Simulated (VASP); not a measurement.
BeTe:

```xyz
2
Lattice="0.0000 2.7341 2.7341 2.7341 0.0000 2.7341 2.7341 2.7341 0.0000" Properties=species:S:1:pos:R:3 pbc="T T T"
Be    0.0000    0.0000    0.0000
Te    1.3671    1.3671    1.3671
```

This cell differs from its parent crystal: strain -3.3%.

Base run:

```yaml
Program: VASP 6.6.1
Functional: r2SCAN
Potentials_or_basis: VASP PAW PBE potentials, release 64 (Be, Te)
Cutoff: 520 eV
k_mesh: 8 × 8 × 8
Occupations: gaussian, width 0.01 eV
Spin: no spin polarisation
```

Its results: band gap on the k mesh 2.10 eV (least direct gap 3.91 eV); pressure 7.6 GPa.

The run is repeated on the same cell with these changes: functional from r2SCAN to HSE06; k mesh from 8 × 8 × 8 to 6 × 6 × 6. What comes out?

Band gap on the k mesh 2.39 eV (least direct gap 4.38 eV); pressure 6.2 GPa.

Several settings changed at once.

Caveats: the cell stands under pressure; the PAW data sets were made with another functional, which shifts forces and pressure a little; spin-orbit coupling is left out, which moves the levels of the heavy elements.

A k mesh can miss the band edges.
